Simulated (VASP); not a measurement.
# Ir (P6/mmm) in VASP: notebook, part 2 of 2

VASP 6.6.1.

## Step 3: Relaxation of shape and atoms at fixed volume, PBE

This run uses another cell than the first one, of 5.99 Å³/atom.

Contents of INCAR:

```
PREC     = Accurate       # precision mode
ENCUT    = 560            # plane-wave cutoff, eV
EDIFF    = 1E-7           # SCF threshold, eV
ISMEAR   = -1             # smearing method
SIGMA    = 0.08           # smearing width, eV
LREAL    = False          # projectors in reciprocal space
LASPH    = True           # aspherical terms in the spheres
NELM     = 120            # most SCF steps
ALGO     = Normal         # electronic algorithm
ISIF     = 4              # what is computed and relaxed
LWAVE    = False          # write WAVECAR
LCHARG   = False          # write CHGCAR
GGA      = PE             # functional
IBRION   = 2              # ionic algorithm
NSW      = 50             # ionic steps
EDIFFG   = -0.005         # ionic threshold
GGA_COMPAT= False        
NELMIN   = 4
```

Contents of KPOINTS:

```
Automatic mesh
0
Gamma
  8 8 11
```

Contents of POSCAR:

```
Ir
1.0
    3.2279368308      0.0000000000      0.0000000000
   -1.6139684154      2.7954752972      0.0000000000
    0.0000000000      0.0000000000      1.9905405723
Ir
3
Direct
    0.0000000000      0.0000000000      0.0000000000
    0.3333333333      0.6666666667      0.5000000000
    0.6666666667      0.3333333333      0.5000000000
```

Potentials or basis: VASP PAW PBE potentials, release 64 (Ir_sv_GW).

The run is started by

```
cat potpaw_PBE.64/Ir_sv_GW/POTCAR > POTCAR
mpirun -np 1 vasp_std > vasp.out
```

OUTCAR:

```text
PREC = Accurate
   ENCUT = 560
   EDIFF = 1E-7
   ISMEAR = -1
   LREAL = False
   LASPH = True
   NELM = 120
   ISIF = 4
   GGA = PE
   IBRION = 2
   NSW = 50
   EDIFFG = -0.005
   NELMIN = 4

 ion  position               nearest neighbor table
   1  0.000  0.000  0.000-   2 2.11   3 2.11   2 2.11   3 2.11   2 2.11   2 2.11   3 2.11   3 2.11
                             3 2.11   3 2.11   2 2.11   2 2.11
   2  0.333  0.667  0.500-   3 1.86   3 1.86   3 1.86   1 2.11   1 2.11   1 2.11   1 2.11   1 2.11
                             1 2.11   3 2.73   3 2.73   3 2.73   3 2.73   3 2.73   3 2.73
   3  0.667  0.333  0.500-   2 1.86   2 1.86   2 1.86   1 2.11   1 2.11   1 2.11   1 2.11   1 2.11
                             1 2.11   2 2.73   2 2.73   2 2.73   2 2.73   2 2.73   2 2.73

  LATTYP: Found a hexagonal cell.
 ALAT       =     3.2279368308
 C/A-ratio  =     0.6166603241

  Lattice vectors:

 A1 = (   3.2279368308,   0.0000000000,   0.0000000000)
 A2 = (  -1.6139684154,   2.7954752972,   0.0000000000)
 A3 = (   0.0000000000,   0.0000000000,   1.9905405723)

Analysis of symmetry for initial positions (statically):
=====================================================================
 Subroutine PRICEL returns:
 Original cell was already a primitive cell.

 Routine SETGRP: Setting up the symmetry group for a
 hexagonal supercell.

 Subroutine GETGRP returns: Found 24 space group operations
 (whereof 24 operations were pure point group operations)
 out of a pool of 24 trial point group operations.

The static configuration has the point symmetry D_6h.

Analysis of symmetry for dynamics (positions and initial velocities):
=====================================================================
 Subroutine PRICEL returns:
 Original cell was already a primitive cell.

 Routine SETGRP: Setting up the symmetry group for a
 hexagonal supercell.

 Subroutine GETGRP returns: Found 24 space group operations
 (whereof 24 operations were pure point group operations)
 out of a pool of 24 trial point group operations.

The dynamic configuration has the point symmetry D_6h.

 Subroutine INISYM returns: Found 24 space group operations
 (whereof 24 operations are pure point group operations),
 and found     1 'primitive' translations

----------------------------------------------------------------------------------------

                                     Primitive cell

  volume of cell :      17.9619

  direct lattice vectors                    reciprocal lattice vectors
     3.227936831  0.000000000  0.000000000     0.309795406  0.178860461  0.000000000
    -1.613968415  2.795475297  0.000000000     0.000000000  0.357720922  0.000000000
     0.000000000  0.000000000  1.990540572     0.000000000  0.000000000  0.502376095

  length of vectors
     3.227936831  3.227936831  1.990540572     0.357720922  0.357720922  0.502376095

  position of ions in fractional coordinates (direct lattice)
     0.000000000  0.000000000  0.000000000
     0.333333333  0.666666667  0.500000000
     0.666666667  0.333333333  0.500000000

  ion indices of the primitive-cell ions
   primitive index   ion index
                 1           1
                 2           2
[... 52 lines left out ...]
  0.250000  0.000000  0.181818     12.000000
  0.375000  0.000000  0.181818     12.000000
 [... further k-points ...]
   k-points           NKPTS =     60   k-points in BZ     NKDIM =     60   number of bands    NBANDS=     30
   number of dos      NEDOS =    301   number of ions     NIONS =      3
   total plane-waves  NPLWV =  12544
   dimension x,y,z NGX =    28 NGY =   28 NGZ =   16
   dimension x,y,z NGXF=    56 NGYF=   56 NGZF=   32
   ions per type =               3
   NGX,Y,Z   is equivalent  to a cutoff of  14.42, 14.42, 13.36 a.u.
   NGXF,Y,Z  is equivalent  to a cutoff of  28.84, 28.84, 26.73 a.u.
 SYSTEM =  unknown system
   PREC   = accura    normal or accurate (medium, high low for compatibility)
   ISTART =      0    job   : 0-new  1-cont  2-samecut
   ICHARG =      2    charge: 1-file 2-atom 10-const
   ISPIN  =      1    spin polarized calculation?
   LNONCOLLINEAR =      F non collinear calculations
   LSORBIT =      F    spin-orbit coupling
   LASPH  =      T    aspherical Exc in radial PAW
   ENCUT  =  560.0 eV  41.16 Ry    6.42 a.u.   6.23  6.23  3.84*2*pi/ulx,y,z
   NELM   =    120;   NELMIN=  4; NELMDL= -5     # of ELM steps
   EDIFF  = 0.1E-06   stopping-criterion for ELM
   LREAL  =      F    real-space projection
   EDIFFG = -.5E-02   stopping-criterion for IOM
   NSW    =     50    number of steps for IOM
   IBRION =      2    ionic relax: 0-MD 1-quasi-New 2-CG
   NFREE  =      1    steps in history (QN), initial steepest desc. (CG)
   ISIF   =      4    stress and relaxation
   ISYM   =      2    0-nonsym 1-usesym 2-fastsym
   POTIM  = 0.5000    time-step for ionic-motion
   TEBEG  =    0.0;   TEEND  =   0.0 temperature during run
   PSTRESS=    0.0 pullay stress
   NELECT =      51.0000    total number of electrons
   NUPDOWN=      -1.0000    fix difference up-down
   EMIN   =  10.00;   EMAX   =-10.00  energy-range for DOS
   EFERMI =   0.00;   METHOD = LEGACY
   ISMEAR =    -1;   SIGMA  =   0.08  broadening in eV -4-tet -1-fermi 0-gaus
   EFERMI_NEDOS =   21; number of points for ismear=-14 and -15
   IALGO  =     38    algorithm
   IMIX   =      4    mixing-type and parameters
     AMIX     =   0.40;   BMIX     =  1.00
     AMIX_MAG =   1.60;   BMIX_MAG =  1.00
  volume/ion in A,a.u.               =       5.99        40.40
  Fermi-wavevector in a.u.,A,eV,Ry     =   2.318183  4.380730 73.117311  5.373971
  Thomas-Fermi vector in A             =   3.246592
   LORBIT       =      0    0 simple, 1 ext, 2 COOP (PROOUT), +10 PAW based schemes
   GGA     = PE    functional components
   LHFCALC =     F    Hartree Fock is set to
   AEXX    =    0.0000 exact exchange contribution
   IVDW    =     0    specifies the selected vdW correction
   LEPSILON=     F    determine dielectric tensor
   LRPA    =     F    only Hartree local field effects (RPA)
 conjugate gradient relaxation of ions
 non-spin polarized calculation
  energy-cutoff  :      560.00
  volume of cell :       17.96
 maximum number of plane-waves:       552
 NGX is ok and might be reduce to    28
   NGX = 13   NGY = 13   NGZ =  7

--------------------------------------- Ionic step        1  -------------------------------------------

 number of electron      51.0000000 magnetization

 Free energy of the ion-electron system (eV)
  ---------------------------------------------------
  ext. energy  EPLUGINS =         0.00000000
  ---------------------------------------------------
  free energy    TOTEN  =        64.52851422 eV

  energy without entropy =       64.54789121  energy(sigma->0) =       64.53820271

------------------------ aborting loop because EDIFF is reached ----------------------------------------

  FORCE on cell =-STRESS in cart. coord.  units (eV):
  Direction    XX          YY          ZZ          XY          YZ          ZX
  --------------------------------------------------------------------------------------
  -------------------------------------------------------------------------------------
  Total      293.1186442    293.1186441    262.8966609      0.0000000     -0.0000000      0.0000000
  in kB    26145.8223139  26145.8223123  23450.0585994      0.0000000     -0.0000000      0.0000000
  external PRESSURE =   25247.2344085 kB  Pullay stress =       0.0000000 kB
[... 246 lines left out ...]
--------------------------------------- Ionic step        8  -------------------------------------------

 number of electron      51.0000000 magnetization

 Free energy of the ion-electron system (eV)
  ---------------------------------------------------
  ext. energy  EPLUGINS =         0.00000000
  ---------------------------------------------------
  free energy    TOTEN  =        64.19418303 eV

  energy without entropy =       64.22008320  energy(sigma->0) =       64.20713312

 E-fermi :  37.6988     XC(G=0): -20.7963

 val. band max:       37.6383576458   @ k =   0.1250   0.1250   0.0909
 cond. band min:      37.7243296988   @ k =   0.1250   0.0000   0.4545
 fundamental gap:      0.0859720529
 Fermi energy:        37.6987564934

 k-point     1 :       0.0000    0.0000    0.0000
  band No.  band energies     occupation
      1     -62.9468      2.00000
      2     -60.1720      2.00000
      3     -59.9891      2.00000
      4     -22.8835      2.00000
      5     -22.8835      2.00000
      6     -21.0121      2.00000
[... 781 lines left out ...]
     29      45.2855      0.00000
     30      49.9387      0.00000

 [... further k-points ...]

------------------------ aborting loop because EDIFF is reached ----------------------------------------

  FORCE on cell =-STRESS in cart. coord.  units (eV):
  Direction    XX          YY          ZZ          XY          YZ          ZX
  --------------------------------------------------------------------------------------
  -------------------------------------------------------------------------------------
  Total      282.1969692    282.1969691    282.1980155      0.0000000      0.0000000      0.0000000
  in kB    25171.6223456  25171.6223416  25171.7156794      0.0000000      0.0000000      0.0000000
  external PRESSURE =   25171.6534555 kB  Pullay stress =       0.0000000 kB
[... 18 lines left out ...]
  FREE ENERGIE OF THE ION-ELECTRON SYSTEM (eV)
  ---------------------------------------------------
  free  energy   TOTEN  =        64.1941830347 eV

  energy  without entropy=       64.2200831986  energy(sigma->0) =       64.20713312

 reached required accuracy - stopping structural energy minimisation
```

It took 6.2 min on 1 thread of Intel Xeon Platinum 8375C at 2.90GHz (Ice Lake), shared host; peak memory 0.16 GiB.

The run converged, but its numbers aren't listed here, since they failed a check.

Caveat: atoms lie so close that the PAW spheres overlap strongly, which falsifies energies and pressures; spin-orbit coupling is left out, which moves the levels of the heavy elements.

## Step 4: Single point, PBE

Contents of INCAR:

```
SYSTEM = Ir
PREC = Accurate
ENCUT = 560
EDIFF = 1E-6
ISMEAR = -1
SIGMA = 0.08
LREAL = .False.
LASPH = .True.
NELM = 120
ALGO = Normal
ISIF = 2
LWAVE = .False.
LCHARG = .False.
GGA = PE
NBANDS = 32
GGA_COMPAT = .False.
```

Contents of KPOINTS:

```
Automatic mesh
0
Gamma
  8 8 11
  0 0 0
```

Contents of POSCAR:

```
Ir
1.0
    4.0006431769      0.0000000000      0.0000000000
   -2.0003215885      3.4646586227      0.0000000000
    0.0000000000      0.0000000000      2.4297563453
Ir
3
Direct
    0.0000000000      0.0000000000      0.0000000000
    0.3333333333      0.6666666667      0.5000000000
    0.6666666667      0.3333333333      0.5000000000
```

The run is started by

```
cat potpaw_PBE.64/Ir_sv_GW/POTCAR > POTCAR
mpirun -np 1 vasp_std > vasp.out
```

It took 81 s on 1 thread of Intel Xeon Platinum 8259CL at 2.50GHz (Skylake/Cascade Lake), shared host; peak memory 0.19 GiB.

It converged, with:

* Free energy: -22.3341 eV
* Pressure: 185.5 GPa
* Band gap on the k mesh: zero (an odd number of electrons rules out a gap without spin polarisation)

Levels at points of the mesh, in eV from the Fermi level:
```
           k point  band 24  band 25  band 26  band 27  band 28  band 29
(0.00, 0.00, 0.00)    -2.97    -2.91    -2.91     1.93     1.93     7.87
(0.50, 0.00, 0.00)    -0.81    -0.69     0.35     0.46     0.48     0.56
```

Caveat: the cell stands under pressure; spin-orbit coupling is left out, which moves the levels of the heavy elements.

The gap in the log of VASP goes by the Fermi energy; the results here count the filled bands.